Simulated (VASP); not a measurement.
Input of a VASP 6.6.1 run:

Contents of INCAR:

```
SYSTEM = LaSi3Ir
ALGO = Normal
EDIFF = 1E-7
ENCUT = 520
GGA = CA
ISIF = 2
ISMEAR = -1
LASPH = .True.
LCHARG = .False.
LREAL = .False.
LWAVE = .False.
NBANDS = 24
NELM = 100
PREC = Accurate
SIGMA = 0.15
```

KPOINTS

```
k-points
0
Gamma
  12 12 12
  0 0 0
```

Contents of POSCAR:

```
LaSi3Ir
1.0
   -2.1167983189      2.1167983189      4.8746600643
    2.1167983189     -2.1167983189      4.8746600643
    2.1167983189      2.1167983189     -4.8746600643
La Si Ir
1 3 1
Direct
   -0.0010615680     -0.0010615680      0.0000000000
    0.7622473602      0.2622473602      0.5000000000
    0.2622473602      0.7622473602      0.5000000000
    0.4123254828      0.4123254828      0.0000000000
    0.6537413647      0.6537413647      0.0000000000
```

Potentials or basis: VASP PAW LDA potentials, release 64 (La, Si, Ir).

Command:

```sh
$ cat potpaw_LDA.64/La/POTCAR potpaw_LDA.64/Si/POTCAR potpaw_LDA.64/Ir/POTCAR > POTCAR
$ mpirun -np 1 vasp_std > vasp.out
```

**Question.** What does it give for the band gap on the k mesh?

**Answer.** Zero (bands 16 and 17 overlap by 1.73 eV).

**Question.** What does it give for the pressure?

**Answer.** 0.4 GPa.

**Question.** What does it give for the largest force?

**Answer.** 0.048 eV/Å.

Forces on the atoms (eV/Å):
```
La   0.000  0.000 -0.001
Si   0.000  0.000  0.048
Si   0.000  0.000  0.048
Si   0.000  0.000 -0.048
Ir   0.000  0.000 -0.046
```

Caveat: spin-orbit coupling is left out, which moves the levels of the heavy elements.
